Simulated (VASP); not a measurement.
Write the native input for VASP 6.6.1 that does the following.

| Property | Result |
| --- | --- |
| Task | single point |
| Functional | LDA |
| Potentials or basis | VASP PAW LDA potentials, release 64 (Re_sv_GW) |
| Cutoff | 560 eV |
| k mesh | 12 × 12 × 12 |
| Occupations | fermi-dirac, width 0.05 eV |
| Spin | no spin polarisation |
| Dipole correction | no |
| Further INCAR settings | ALGO = Normal; EDIFF = 1e-06; NBANDS = 14 |

The structure of Re lies in POSCAR:

```
Re
1.0
    0.0000000000      1.9305686725      1.9305686725
    1.9305686725      0.0000000000      1.9305686725
    1.9305686725      1.9305686725      0.0000000000
Re
1
Direct
    0.0000000000      0.0000000000      0.0000000000
```

This isn't the form of Re at room conditions, which is hcp.

One way to write it, as run:

INCAR

```
PREC = Accurate
ENCUT = 560
EDIFF = 1E-6
ISMEAR = -1
SIGMA = 0.05
LREAL = False
LASPH = True
NELM = 120
ALGO = Normal
ISIF = 2
LWAVE = False
LCHARG = True
GGA = CA
LELF = True
LVHAR = True
NBANDS = 14
GGA_COMPAT = False
```

KPOINTS

```
Automatic mesh
0
Gamma
  12 12 12
```

Potentials or basis: VASP PAW LDA potentials, release 64 (Re_sv_GW).

Command:

```bash
$ cat potpaw_LDA.64/Re_sv_GW/POTCAR > POTCAR
$ mpirun -np 1 vasp_std > vasp.out
```

It gave:

```json
{
  "Pressure": "0.0 GPa",
  "Band gap on the k mesh": "zero (an odd number of electrons rules out a gap without spin polarisation)"
}
```

Caveat: spin-orbit coupling is left out, which moves the levels of the heavy elements.

Run time: 11 s on 1 thread of Intel(R) Xeon(R) Platinum 8259CL CPU @ 2.50GHz (Skylake/Cascade Lake), with other jobs on the host, peak memory 0.14 GiB.
